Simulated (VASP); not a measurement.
The system is Hf.

```
Hf
1.0
     0.11927    2.34305    1.99282
     2.32109    0.12480    1.98729
     2.44975    2.46619   -0.00387
Hf
1
Cartesian
  0.0000 0.0000 0.0000
```

- Program: VASP 6.6.1
- Task: relaxation of cell and atoms
- Functional: PBE
- Potentials or basis: VASP PAW PBE potentials, release 64 (Hf_pv)
- Cutoff: 600 eV
- k mesh: 11 × 11 × 10
- Occupations: fermi-dirac, width 0.05 eV
- Spin: no spin polarisation

At the start: pressure 3.4 GPa; volume 21.64 Å³/atom.

Where does the relaxation end?

Over 16 steps the energy falls by 68.9 meV/atom and the volume is 22.44 Å³/atom (+3.7 %); space group Immm (No. 71, to 0.1 Å) before, Fm-3m (No. 225, to 0.1 Å).

The path:
```
step  energy change (eV)  largest force (eV/Å)  pressure (GPa)  volume (Å³)
   1              0.0000                0.0000            3.45        21.64
   2             -0.0068                0.0000           -3.27        23.13
   3             -0.0115                0.0000           -0.83        22.53
   4             -0.0233                0.0000           -0.97        22.59
   5             -0.0520                0.0000           -1.06        22.69
   6             -0.0597                0.0000            0.62        22.34
   7             -0.0602                0.0000            1.24        22.21
   8             -0.0674                0.0000            0.11        22.42
   9             -0.0675                0.0000           -0.02        22.45
  10             -0.0688                0.0000            0.03        22.43
  11             -0.0689                0.0000            0.07        22.42
  12             -0.0689                0.0000            0.06        22.42
  13             -0.0689                0.0000            0.06        22.42
  14             -0.0689                0.0000           -0.05        22.45
  15             -0.0689                0.0000           -0.08        22.45
  16             -0.0689                0.0000           -0.04        22.44
```

Final structure:
```yaml
crystal:
  lattice:
    - [0.00263, 2.24202, 2.23529]
    - [2.24238, 0.00240, 2.23581]
    - [2.24503, 2.24276, 0.00551]
  atoms:
    - { symbol: Hf, position: [0.00000, 0.00000, 0.00000] }
```
